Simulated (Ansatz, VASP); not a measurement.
SiN2 in VASP and in Ansatz

```xyz
6
Lattice="3.0476 -0.1004 0.0002 -1.6070 2.5912 -0.0022 0.0058 -0.0140 9.4669" Properties=species:S:1:pos:R:3 pbc="T T T"
Si   -0.3426    1.8481    2.2618
Si    1.7890    0.6285    6.9895
N     0.3355    1.4686    6.3562
N     1.1109    1.0069    1.6300
N    -0.3280    1.8535    7.9414
N     1.7744    0.6247    3.2158
```

Change from the starting cell: 2H molybdenite type (P6_3/mmc, No. 194); cell x1, atoms moved at random (sigma 0.15 Å) and cell strained at random (1.5 %), then relaxed without symmetry.

Alike in both runs: functional PBE; k mesh 6 × 6 × 2; occupations gaussian, width 0.1 eV; no spin polarisation.

Ansatz relaxed the structure, and its values are those at the end. VASP's run is a single point on that final structure, the one shown.

|  | VASP | Ansatz |
| --- | --- | --- |
| version | VASP 6.6.1 | Ansatz 0.2.0 |
| potentials or method | VASP PAW PBE potentials, release 64 (Si, N), cutoff 520 eV | scalar-relativistic, plane waves, PAW |
| valence electrons in the cell | 28 | 28 |

```csv
,VASP,Ansatz,Ansatz less VASP
gap on the k mesh at the Fermi level (eV),2.88,2.88,+0.003
least direct gap on the mesh (eV),2.92,2.92,+0.001
pressure (GPa),-0.1,-0.1,+0.05
rms of the force components (eV/Å),0.017,0.004,-0.0134
```

With one functional, cell and mesh, what is left measures potentials, basis and numerics.
